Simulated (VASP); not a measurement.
## TePb: single point with r2SCAN

Crystal: TePb.

```
CELL_PARAMETERS angstrom
0.00000 3.66371 3.66371
3.66371 0.00000 3.66371
3.66371 3.66371 0.00000
ATOMIC_POSITIONS crystal
Pb 0.00000 0.00000 0.00000
Te 0.25000 0.25000 0.25000
```

This cell differs from its parent crystal: strain +0.6%.

| Item | Value |
| --- | --- |
| Program | VASP 6.6.1 |
| Task | single point |
| Functional | r2SCAN |
| Potentials or basis | VASP PAW PBE potentials, release 64 (Pb_d, Te) |
| Cutoff | 520 eV |
| k mesh | 6 × 6 × 6 |
| Occupations | gaussian, width 0.01 eV |
| Spin | no spin polarisation |
| Dipole correction | no |
| Further INCAR settings | ALGO = Normal; EDIFF = 1e-07; NBANDS = 17 |

* Pressure: -0.5 GPa
* Band gap on the k mesh: 0.94 eV, indirect (least direct gap 1.39 eV)

Levels at points of the mesh, in eV from the valence-band top:
| k point | band 7 | band 8 | band 9 | band 10 | band 11 | band 12 | band 13 | band 14 |
| --- | --- | --- | --- | --- | --- | --- | --- | --- |
| (0.00, 0.00, 0.00) | -6.19 | -1.36 | -1.36 | -1.36 | 1.89 | 1.89 | 1.89 | 4.44 |
| (0.50, 0.00, 0.00) | -7.89 | -1.91 | -1.91 | -1.77 | 2.71 | 2.71 | 4.10 | 6.19 |
| (0.50, 0.50, 0.00) | -8.42 | -2.58 | -2.58 | -0.45 | 0.94 | 4.81 | 4.81 | 6.12 |

Wall time 2.7 min on 1 thread of AMD EPYC 7R13 Processor (Zen 3), on a shared host, peak memory 0.23 GiB.

Caveat: the cell differs from its parent crystal (strain +0.6%); the PAW data sets were made with another functional, which shifts forces and pressure a little; spin-orbit coupling is left out, which moves the levels of the heavy elements. A k mesh can miss the band edges.
